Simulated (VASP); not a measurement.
Write the native input for VASP 6.6.1 that does the following.

| Item | Value |
| --- | --- |
| Task | single point |
| Functional | PBE |
| Potentials or basis | VASP PAW PBE potentials, release 64 (Sc_sv, B, P) |
| Cutoff | 520 eV |
| k mesh | 12 × 12 × 6 |
| Occupations | gaussian, width 0.1 eV |
| Spin | no spin polarisation |
| Dipole correction | no |
| Further INCAR settings | ALGO = Fast; EDIFF = 1e-06; NBANDS = 25 |

The structure of ScB2P3 lies in POSCAR:

```
ScB2P3
1.0
    3.3765218389      0.0000000000      0.0000000000
    0.0000000000      3.3765218389      0.0000000000
    0.0000000000      0.0000000000      6.6881174867
Sc B P
1 2 3
Direct
    0.0000000000      0.0000000000      0.6513249039
    0.5000000000      0.5000000000      0.6789026753
    0.0000000000      0.0000000000      0.2781200335
    0.5000000000      0.0000000000      0.9949230430
    0.0000000000      0.5000000000      0.9949230430
    0.5000000000      0.5000000000      0.4018053413
```

The cell was generated, and may not be a known phase.

One way to write it, as run:

INCAR

```
PREC = Accurate
ENCUT = 520
EDIFF = 1E-6
ISMEAR = 0
SIGMA = 0.1
LREAL = False
LASPH = True
NELM = 60
ALGO = Fast
ISIF = 2
LWAVE = False
LCHARG = False
GGA = PE
NBANDS = 25
```

KPOINTS

```
Automatic mesh
0
Gamma
  12 12 6
```

Potentials or basis: VASP PAW PBE potentials, release 64 (Sc_sv, B, P).

Command:

```bash
$ cat potpaw_PBE.64/Sc_sv/POTCAR potpaw_PBE.64/B/POTCAR potpaw_PBE.64/P/POTCAR > POTCAR
$ mpirun -np 1 vasp_std > vasp.out
```

Results of the run:

```
Pressure               : 0.0 GPa
Largest force          : 0.009 eV/Å
Band gap on the k mesh : zero (bands 16 and 17 overlap by 1.66 eV)
```

It took 7.2 min on 1 thread of Oxide Virtual Turin-like Processor, with other jobs on the host, peak memory 0.3 GiB.
